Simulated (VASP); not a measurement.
# Ag (I4/mmm) in VASP: further runs

The runs below take Ag through electric field gradients, with LDA.

Program: VASP 6.6.1. These are calculated values, not measurements. Logs are shortened: lines on timing, memory, paths and dates and some standing lists are left out, and cuts for length are marked.

### Step 1. The cell of the first run

It takes space group I4/mmm (No. 139, tetragonal). Conventional cell: a = 2.889 Å, b = 2.889 Å, c = 4.004 Å, α = 90.00°, β = 90.00°, γ = 90.00°. Within 3.8 Å of Ag (site symmetry 4/mmm) lie 12 Ag at 2.86 to 2.89 Å.

### Step 2. Electric field gradients, LDA (zz strain of -2 %)

Contents of INCAR:

```
PREC = Accurate
ENCUT = 400
EDIFF = 1E-8
ISMEAR = -1
SIGMA = 0.05
LREAL = False
LASPH = True
NELM = 120
ALGO = Normal
ISIF = 2
LWAVE = False
LCHARG = False
LEFG = True
NBANDS = 12
GGA_COMPAT = False
```

Contents of KPOINTS:

```
regular mesh
0
Gamma
  15 15 15
```

Contents of POSCAR:

```
Ag
1.0
    0.0000000000      2.0431000000      2.0022380000
    2.0431000000      0.0000000000      2.0022380000
    2.0431000000      2.0431000000      0.0000000000
Ag
1
Direct
    0.0000000000      0.0000000000      0.0000000000
```

Potentials or basis: VASP PAW LDA potentials, release 64 (Ag).

Command:

```sh
> cat potpaw_LDA.64/Ag/POTCAR > POTCAR
> mpirun -np 1 vasp_std > vasp.out
```

OUTCAR:

```text
PREC = Accurate
   ENCUT = 400
   EDIFF = 1E-8
   ISMEAR = -1
   LREAL = False
   LASPH = True
   NELM = 120
   ISIF = 2

 ion  position               nearest neighbor table
   1  0.000  0.000  0.000-

  LATTYP: Found a body centered tetragonal cell.
 ALAT       =     2.8893797293
 C/A-ratio  =     1.3859292911

  Lattice vectors:

 A1 = (   0.0000000000,  -2.0431000000,  -2.0022380000)
 A2 = (   0.0000000000,   2.0431000000,  -2.0022380000)
 A3 = (   2.0431000000,   0.0000000000,   2.0022380000)

Analysis of symmetry for initial positions (statically):
=====================================================================
 Subroutine PRICEL returns:
 Original cell was already a primitive cell.

 Routine SETGRP: Setting up the symmetry group for a
 body centered tetragonal supercell.

 Subroutine GETGRP returns: Found 16 space group operations
 (whereof 16 operations were pure point group operations)
 out of a pool of 16 trial point group operations.

The static configuration has the point symmetry D_4h.

Analysis of symmetry for dynamics (positions and initial velocities):
=====================================================================
 Subroutine PRICEL returns:
 Original cell was already a primitive cell.

 Routine SETGRP: Setting up the symmetry group for a
 body centered tetragonal supercell.

 Subroutine GETGRP returns: Found 16 space group operations
 (whereof 16 operations were pure point group operations)
 out of a pool of 16 trial point group operations.

The dynamic configuration has the point symmetry D_4h.

 Subroutine INISYM returns: Found 16 space group operations
 (whereof 16 operations are pure point group operations),
 and found     1 'primitive' translations

----------------------------------------------------------------------------------------

                                     Primitive cell

  volume of cell :      16.7157

  direct lattice vectors                    reciprocal lattice vectors
     0.000000000  2.043100000  2.002238000    -0.244726151  0.244726151  0.249720563
     2.043100000  0.000000000  2.002238000     0.244726151 -0.244726151  0.249720563
     2.043100000  2.043100000  0.000000000     0.244726151  0.244726151 -0.249720563

  length of vectors
[... 124 lines left out ...]

  energy without entropy =       -3.76603550  energy(sigma->0) =       -3.76755529

 E-fermi :   8.5687     XC(G=0): -12.7010

 val. band max:        8.5387550835   @ k =  -0.4000   0.1333   0.0000
 cond. band min:       8.5747619347   @ k =   0.4667  -0.0000   0.2667
 fundamental gap:      0.0360068512
 Fermi energy:         8.5687431639

 k-point     1 :       0.0000    0.0000    0.0000
  band No.  band energies     occupation
      1       0.4533      2.00000
      2       3.5355      2.00000
      3       3.5355      2.00000
      4       3.6682      2.00000
      5       4.6008      2.00000
      6       4.7368      2.00000
      7      24.4968      0.00000
      8      28.0201      0.00000
      9      28.0201      0.00000
     10      28.2949      0.00000
     11      33.1787      0.00000
     12      34.1304      0.00000
[... 331 lines left out ...]
 k-point    24 :       0.2000    0.1333    0.0000
  band No.  band energies     occupation
      1       1.6372      2.00000
      2       3.2246      2.00000
      3       3.9415      2.00000
      4       3.9459      2.00000
      5       4.4487      2.00000
      6       4.8210      2.00000
      7      23.5982      0.00000
      8      25.1744      0.00000
      9      25.5675      0.00000
     10      27.1731      0.00000
     11      31.2391      0.00000
     12      33.8049      0.00000

 [... further k-points ...]

------------------------ aborting loop because EDIFF is reached ----------------------------------------

  FORCE on cell =-STRESS in cart. coord.  units (eV):
  Direction    XX          YY          ZZ          XY          YZ          ZX
  --------------------------------------------------------------------------------------
  -------------------------------------------------------------------------------------
  Total       -0.5868953     -0.5868953     -0.5773509      0.0000000      0.0000000      0.0000000
  in kB      -56.2530799    -56.2530799    -55.3382615      0.0000000      0.0000000      0.0000000
  external PRESSURE =     -55.9481404 kB  Pullay stress =       0.0000000 kB

 VOLUME and BASIS-vectors are now :
 -----------------------------------------------------------------------------
  energy-cutoff  :      400.00
  volume of cell :       16.72
      direct lattice vectors                 reciprocal lattice vectors
     0.000000000  2.043100000  2.002238000    -0.244726151  0.244726151  0.249720563
     2.043100000  0.000000000  2.002238000     0.244726151 -0.244726151  0.249720563
     2.043100000  2.043100000  0.000000000     0.244726151  0.244726151 -0.249720563

 POSITION                                       TOTAL-FORCE (eV/Angst)
 -----------------------------------------------------------------------------------
      0.00000      0.00000      0.00000         0.000000      0.000000      0.000000
 -----------------------------------------------------------------------------------
    total drift:                                0.000000      0.000000      0.000000

  FREE ENERGIE OF THE ION-ELECTRON SYSTEM (eV)
  ---------------------------------------------------
  free  energy   TOTEN  =        -3.7690750725 eV

  energy  without entropy=       -3.7660354987  energy(sigma->0) =       -3.76755529

 Electric field gradients (V/A^2)
---------------------------------------------------------------------
 ion       V_xx      V_yy      V_zz      V_xy      V_xz      V_yz
---------------------------------------------------------------------
   1      -0.573    -0.573     1.146    -0.000    -0.001    -0.001
---------------------------------------------------------------------

 Electric field gradients after diagonalization (V/A^2)
 (convention: |V_zz| > |V_xx| > |V_yy|)
----------------------------------------------------------------------
 ion       V_xx      V_yy      V_zz     asymmetry (V_yy - V_xx)/ V_zz
----------------------------------------------------------------------
   1      -0.573    -0.573     1.146       0.000
----------------------------------------------------------------------

           NMR quadrupolar parameters

 Cq : quadrupolar parameter    Cq=e*Q*V_zz/h
 eta: asymmetry parameters     (V_yy - V_xx)/ V_zz
 Q  : nuclear electric quadrupole moment in mb (millibarn)
----------------------------------------------------------------------
 ion       Cq(MHz)       eta       Q (mb)
----------------------------------------------------------------------
   1       0.003       0.000       1.000
----------------------------------------------------------------------
```

Wall time 24 s (1 thread of Intel Xeon Platinum 8375C at 2.90GHz (Ice Lake), shared host); peak memory 0.14 GiB.

Results:

- Free energy: -3.7691 eV
- Pressure: -5.6 GPa
- Band gap on the k mesh: zero (an odd number of electrons rules out a gap without spin polarisation)
- Largest electric field gradient by atom: Ag +1.1 V/Å²

Stress tensor (GPa, compression positive):
```
-5.63  0.00  0.00
 0.00 -5.63  0.00
 0.00  0.00 -5.53
```

Electric field gradients, principal values (V/Å²):
```
atom   least  middle  greatest (by size)
1 Ag  -0.573  -0.573               1.146
```

Caveat: the cell differs from its parent crystal (zz strain of -2 %); the cell stands under tension; without QUAD_EFG the Cq values of the log hold for a quadrupole moment of 1 mb, not for the nuclei.

### Step 3. Electric field gradients, LDA (zz strain of -2 %)

Contents of INCAR:

```
SYSTEM = Ag
PREC = Accurate
ENCUT = 400
EDIFF = 1E-8
ISMEAR = -1
SIGMA = 0.05
LREAL = .False.
LASPH = .True.
NELM = 120
ALGO = Normal
ISIF = 2
LWAVE = .False.
LCHARG = .False.
LEFG = .True.
NBANDS = 12
GGA_COMPAT = .False.
```

Contents of KPOINTS:

```
regular mesh
0
Gamma
  15 15 15
  0 0 0
```

POSCAR is that of step 2.

Potentials or basis: VASP PAW LDA potentials, release 64 (Ag).

Command:

```sh
> cat potpaw_LDA.64/Ag/POTCAR > POTCAR
> mpirun -np 1 vasp_std > vasp.out
```

OUTCAR:

```text
SYSTEM = Ag
   PREC = Accurate
   ENCUT = 400
   EDIFF = 1E-8
   ISMEAR = -1
   LREAL = .False.
   LASPH = .True.
   NELM = 120
   ISIF = 2

 ion  position               nearest neighbor table
   1  0.000  0.000  0.000-

  LATTYP: Found a body centered tetragonal cell.
 ALAT       =     2.8893797293
 C/A-ratio  =     1.3859292911

  Lattice vectors:

 A1 = (   0.0000000000,  -2.0431000000,  -2.0022380000)
 A2 = (   0.0000000000,   2.0431000000,  -2.0022380000)
 A3 = (   2.0431000000,   0.0000000000,   2.0022380000)

Analysis of symmetry for initial positions (statically):
[... 563 lines left out ...]

  FREE ENERGIE OF THE ION-ELECTRON SYSTEM (eV)
  ---------------------------------------------------
  free  energy   TOTEN  =        -3.7690750725 eV

  energy  without entropy=       -3.7660354987  energy(sigma->0) =       -3.76755529

 Electric field gradients (V/A^2)
---------------------------------------------------------------------
 ion       V_xx      V_yy      V_zz      V_xy      V_xz      V_yz
---------------------------------------------------------------------
   1      -0.573    -0.573     1.146    -0.000    -0.001    -0.001
---------------------------------------------------------------------

 Electric field gradients after diagonalization (V/A^2)
 (convention: |V_zz| > |V_xx| > |V_yy|)
----------------------------------------------------------------------
 ion       V_xx      V_yy      V_zz     asymmetry (V_yy - V_xx)/ V_zz
----------------------------------------------------------------------
   1      -0.573    -0.573     1.146       0.000
----------------------------------------------------------------------

           NMR quadrupolar parameters

 Cq : quadrupolar parameter    Cq=e*Q*V_zz/h
 eta: asymmetry parameters     (V_yy - V_xx)/ V_zz
 Q  : nuclear electric quadrupole moment in mb (millibarn)
----------------------------------------------------------------------
 ion       Cq(MHz)       eta       Q (mb)
----------------------------------------------------------------------
   1       0.003       0.000       1.000
----------------------------------------------------------------------
```

OSZICAR:

```text
N       E                     dE             d eps       ncg     rms          rms(c)
DAV:   1     0.426858160932E+02    0.42686E+02   -0.46245E+03  7128   0.658E+02
DAV:   2    -0.343778929712E+01   -0.46124E+02   -0.43530E+02  8144   0.170E+02
DAV:   3    -0.408980624697E+01   -0.65202E+00   -0.65171E+00  8168   0.216E+01
DAV:   4    -0.409179420225E+01   -0.19880E-02   -0.19879E-02  7976   0.125E+00
DAV:   5    -0.409180994053E+01   -0.15738E-04   -0.15737E-04  8196   0.971E-02    0.576E+00
DAV:   6    -0.378492838498E+01    0.30688E+00   -0.12440E+00  7412   0.982E+00    0.359E+00
DAV:   7    -0.377378389786E+01    0.11144E-01   -0.77055E-03  8024   0.792E-01    0.200E+00
DAV:   8    -0.376906356371E+01    0.47203E-02   -0.90210E-04  7820   0.229E-01    0.794E-02
DAV:   9    -0.376907613701E+01   -0.12573E-04   -0.77143E-06  8124   0.177E-02    0.169E-02
DAV:  10    -0.376907509442E+01    0.10426E-05   -0.18964E-06  8108   0.101E-02    0.329E-03
DAV:  11    -0.376907507256E+01    0.21859E-07   -0.41565E-08  7956   0.150E-03    0.574E-04
DAV:  12    -0.376907507251E+01    0.49567E-10   -0.10947E-09  4776   0.305E-04
   1 F= -.37690751E+01 E0= -.37675553E+01  d E =-.303957E-02
```

Wall time 25 s (1 thread of Intel Xeon Platinum 8375C at 2.90GHz (Ice Lake), shared host); peak memory 0.14 GiB.

Results:

```
Free energy                             : -3.7691 eV
Pressure                                : -5.6 GPa
Band gap on the k mesh                  : zero (an odd number of electrons rules out a gap without spin polarisation)
Largest electric field gradient by atom : Ag +1.1 V/Å²
```

Stress tensor (GPa, compression positive):
```
-5.63  0.00  0.00
 0.00 -5.63  0.00
 0.00  0.00 -5.53
```

Electric field gradients, principal values (V/Å²):
| atom | least | middle | greatest (by size) |
| --- | --- | --- | --- |
| 1 Ag | -0.573 | -0.573 | 1.146 |

Caveat: the cell differs from its parent crystal (zz strain of -2 %); the cell stands under tension; without QUAD_EFG the Cq values of the log hold for a quadrupole moment of 1 mb, not for the nuclei.

### Step 4. Electric field gradients, LDA (zz strain of +1 %)

Contents of INCAR:

```
SYSTEM = Ag
ALGO     = Normal         ! electronic algorithm
EDIFF    = 1E-8           ! SCF threshold, eV
ENCUT    = 400            ! plane-wave cutoff, eV
GGA_COMPAT= .FALSE.      
ISIF     = 2              ! what is computed and relaxed
ISMEAR   = -1             ! smearing method
LASPH    = .TRUE.         ! aspherical terms in the spheres
LCHARG   = .FALSE.        ! write CHGCAR
LEFG     = .TRUE.       
LREAL    = .FALSE.        ! projectors in reciprocal space
LWAVE    = .FALSE.        ! write WAVECAR
NBANDS   = 12             ! bands
NELM     = 120            ! most SCF steps
PREC     = Accurate       ! precision mode
SIGMA    = 0.05           ! smearing width, eV
```

Contents of KPOINTS:

```
k-points
0
G
  15 15 15
  0 0 0
```

Contents of POSCAR:

```
Ag
1.0
    0.0000000000      2.0431000000      2.0635310000
    2.0431000000      0.0000000000      2.0635310000
    2.0431000000      2.0431000000      0.0000000000
Ag
1
Direct
    0.0000000000      0.0000000000      0.0000000000
```

Potentials or basis: VASP PAW LDA potentials, release 64 (Ag).

Command:

```sh
> cat potpaw_LDA.64/Ag/POTCAR > POTCAR
> mpirun -np 1 vasp_std > vasp.out
```

OUTCAR:

```text
SYSTEM = Ag
   EDIFF = 1E-8
   ENCUT = 400
   ISIF = 2
   ISMEAR = -1
   LASPH = .TRUE.
   LREAL = .FALSE.
   NELM = 120
   PREC = Accurate

 ion  position               nearest neighbor table
   1  0.000  0.000  0.000-

  LATTYP: Found a body centered tetragonal cell.
 ALAT       =     2.8893797293
 C/A-ratio  =     1.4283556980

  Lattice vectors:

 A1 = (  -2.0431000000,   0.0000000000,   2.0635310000)
 A2 = (   2.0431000000,   0.0000000000,   2.0635310000)
 A3 = (   0.0000000000,   2.0431000000,  -2.0635310000)

Analysis of symmetry for initial positions (statically):
=====================================================================
 Subroutine PRICEL returns:
 Original cell was already a primitive cell.

 Routine SETGRP: Setting up the symmetry group for a
[... 542 lines left out ...]
  external PRESSURE =     -85.6881256 kB  Pullay stress =       0.0000000 kB

 VOLUME and BASIS-vectors are now :
 -----------------------------------------------------------------------------
  energy-cutoff  :      400.00
  volume of cell :       17.23
      direct lattice vectors                 reciprocal lattice vectors
     0.000000000  2.043100000  2.063531000    -0.244726151  0.244726151  0.242303120
     2.043100000  0.000000000  2.063531000     0.244726151 -0.244726151  0.242303120
     2.043100000  2.043100000  0.000000000     0.244726151  0.244726151 -0.242303120

 POSITION                                       TOTAL-FORCE (eV/Angst)
 -----------------------------------------------------------------------------------
      0.00000      0.00000      0.00000         0.000000     -0.000000     -0.000000
 -----------------------------------------------------------------------------------
    total drift:                                0.000000      0.000000      0.000000

  FREE ENERGIE OF THE ION-ELECTRON SYSTEM (eV)
  ---------------------------------------------------
  free  energy   TOTEN  =        -3.7477162929 eV

  energy  without entropy=       -3.7443362795  energy(sigma->0) =       -3.74602629

 Electric field gradients (V/A^2)
---------------------------------------------------------------------
 ion       V_xx      V_yy      V_zz      V_xy      V_xz      V_yz
---------------------------------------------------------------------
   1       0.172     0.172    -0.345    -0.001    -0.000    -0.000
---------------------------------------------------------------------

 Electric field gradients after diagonalization (V/A^2)
 (convention: |V_zz| > |V_xx| > |V_yy|)
----------------------------------------------------------------------
 ion       V_xx      V_yy      V_zz     asymmetry (V_yy - V_xx)/ V_zz
----------------------------------------------------------------------
   1       0.174     0.171    -0.345       0.006
----------------------------------------------------------------------

           NMR quadrupolar parameters

 Cq : quadrupolar parameter    Cq=e*Q*V_zz/h
 eta: asymmetry parameters     (V_yy - V_xx)/ V_zz
 Q  : nuclear electric quadrupole moment in mb (millibarn)
----------------------------------------------------------------------
 ion       Cq(MHz)       eta       Q (mb)
----------------------------------------------------------------------
   1      -0.001       0.006       1.000
----------------------------------------------------------------------
```

Wall time 23 s (1 thread of Intel Xeon Platinum 8375C at 2.90GHz (Ice Lake), shared host); peak memory 0.14 GiB.

Results:

| Item | Value |
| --- | --- |
| Free energy | -3.7477 eV |
| Pressure | -8.6 GPa |
| Band gap on the k mesh | zero (an odd number of electrons rules out a gap without spin polarisation) |
| Largest electric field gradient by atom | Ag -0.3 V/Å² |

Electric field gradients, principal values (V/Å²):
```
atom  least  middle  greatest (by size)
1 Ag  0.171   0.174              -0.345
```

Caveat: the cell differs from its parent crystal (zz strain of +1 %); the cell stands under tension; without QUAD_EFG the Cq values of the log hold for a quadrupole moment of 1 mb, not for the nuclei.

[end of part 1 of 2]

The gap in the log of VASP goes by the Fermi energy; the results here count the filled bands.